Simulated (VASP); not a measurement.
**Ir: single point with PBEsol**

Ir:

```xyz
2
Lattice="2.7514 -0.0138 0.0000 -1.3876 2.3896 0.0000 0.0000 0.0000 4.4623" Properties=species:S:1:pos:R:3 pbc="T T T"
Ir    1.3717    0.7874    3.3467
Ir   -0.0079    1.5885    1.1156
```

This cell differs from its parent crystal: strain -0.0100 x Voigt [0, 0, 0, 0, 0, 1].

| Quantity | Value |
| --- | --- |
| Program | VASP 6.6.1 |
| Task | single point |
| Functional | PBEsol |
| Potentials or basis | VASP PAW PBE potentials, release 64 (Ir) |
| Cutoff | 520 eV |
| k mesh | 18 × 18 × 12 |
| Occupations | gaussian, width 0.15 eV |
| Spin | no spin polarisation |
| Dipole correction | no |
| Further INCAR settings | ALGO = Fast; EDIFF = 1e-06; NBANDS = 16 |

```yaml
Pressure: -11.7 GPa
Largest_force: 0.012 eV/Å
Band_gap_on_the_k_mesh: zero (bands 9 and 10 overlap by 3.25 eV)
```

Forces in eV/Å, atoms in the order of the input:
```
Ir  -0.012  0.000  0.000
Ir   0.012  0.000  0.000
```

Stress tensor (GPa, compression positive):
```
-11.66   1.95   0.00
  1.95 -11.60   0.00
  0.00   0.00 -11.90
```

Levels at points of the mesh, in eV from the Fermi level:
| k point | band 5 | band 6 | band 7 | band 8 | band 9 | band 10 | band 11 | band 12 | band 13 | band 14 |
| --- | --- | --- | --- | --- | --- | --- | --- | --- | --- | --- |
| (0.00, 0.00, 0.00) | -3.58 | -3.14 | -2.96 | -2.30 | -2.26 | -0.80 | 0.23 | 0.28 | 6.73 | 14.26 |
| (0.50, 0.00, 0.00) | -3.42 | -3.33 | -2.82 | 0.69 | 0.89 | 1.08 | 2.85 | 4.28 | 8.08 | 10.06 |
| (0.00, 0.50, 0.00) | -3.43 | -3.36 | -2.88 | 0.66 | 0.91 | 1.06 | 2.82 | 4.22 | 8.00 | 10.01 |
| (0.50, 0.50, 0.00) | -3.44 | -3.39 | -2.93 | 0.65 | 0.93 | 1.04 | 2.78 | 4.16 | 7.93 | 9.96 |
| (0.00, 0.00, 0.50) | -3.88 | -3.88 | -3.71 | -3.71 | -0.49 | -0.49 | -0.43 | -0.43 | 13.54 | 13.54 |
| (0.50, 0.00, 0.50) | -2.09 | -2.09 | -0.92 | -0.92 | 0.92 | 0.92 | 1.97 | 1.97 | 7.42 | 7.42 |
| (0.00, 0.50, 0.50) | -2.04 | -2.04 | -0.95 | -0.95 | 0.90 | 0.90 | 1.94 | 1.94 | 7.34 | 7.34 |
| (0.50, 0.50, 0.50) | -2.00 | -2.00 | -0.97 | -0.97 | 0.88 | 0.88 | 1.91 | 1.91 | 7.26 | 7.26 |

It took 18 min on 1 thread of Intel Xeon 8259CL (shared host), peak memory 0.54 GiB.

Caveat: the cell differs from its parent crystal (strain -0.0100 x Voigt [0, 0, 0, 0, 0, 1]); the cell stands under tension; the PAW data sets were made with another functional, which shifts forces and pressure a little; spin-orbit coupling is left out, which moves the levels of the heavy elements.
